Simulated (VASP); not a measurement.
A run of VASP 6.6.1:

Contents of POSCAR:

```
Rh
1.0
    2.6876835183      0.0000000000      0.0000000000
    0.0000000000      4.3368190148      0.0000000000
    0.0000000000      0.0000000000     16.7759000000
Rh
2
Direct
    0.7500000000      0.7500000000      0.4768755358
    0.2500000000      0.2500000000      0.5231244642
```

File INCAR.step1:

```
ALGO = Normal
DIPOL = 0.5 0.5 0.500
EDIFF = 1E-7
ENCUT = 520
GGA = PS
IDIPOL = 3
ISIF = 2
ISMEAR = -1
LASPH = True
LCHARG = True
LDIPOL = True
LMAXMIX = 4
LREAL = False
LWAVE = False
NBANDS = 22
NELM = 60
PREC = Accurate
SIGMA = 0.08
```

Contents of KPOINTS.step1:

```
k-points
0
Gamma
  15 10 1
```

INCAR.step2

```
ALGO = Normal
DIPOL = 0.5 0.5 0.500
EDIFF = 1E-7
ENCUT = 520
GGA = PS
ICHARG = 11
IDIPOL = 3
ISIF = 2
ISMEAR = -5
LASPH = True
LCHARG = False
LDIPOL = True
LMAXMIX = 4
LORBIT = 10
LREAL = False
LWAVE = False
NEDOS = 1001
NELM = 60
PREC = Accurate
SIGMA = 0.08
```

Contents of KPOINTS.step2:

```
k-points
0
Gamma
  23 15 1
```

Potentials or basis: VASP PAW PBE potentials, release 64 (Rh_pv).

Command:

```bash
$ cat potpaw_PBE.64/Rh_pv/POTCAR > POTCAR
$ cp INCAR.step1 INCAR
$ cp KPOINTS.step1 KPOINTS
$ mpirun -np 1 vasp_std > vasp.out
$ cp INCAR.step2 INCAR
$ cp KPOINTS.step2 KPOINTS
$ mpirun -np 1 vasp_std > vasp.out
```

Hardware: 1 thread of Intel(R) Xeon(R) Platinum 8259CL CPU @ 2.50GHz (Skylake/Cascade Lake) (shared host).

Question: Estimate the wall time of this run.

Answer: Wall time 5.6 min on 1 thread of Intel(R) Xeon(R) Platinum 8259CL CPU @ 2.50GHz (Skylake/Cascade Lake), on a shared host, peak memory 0.45 GiB. Counts: k points 96.
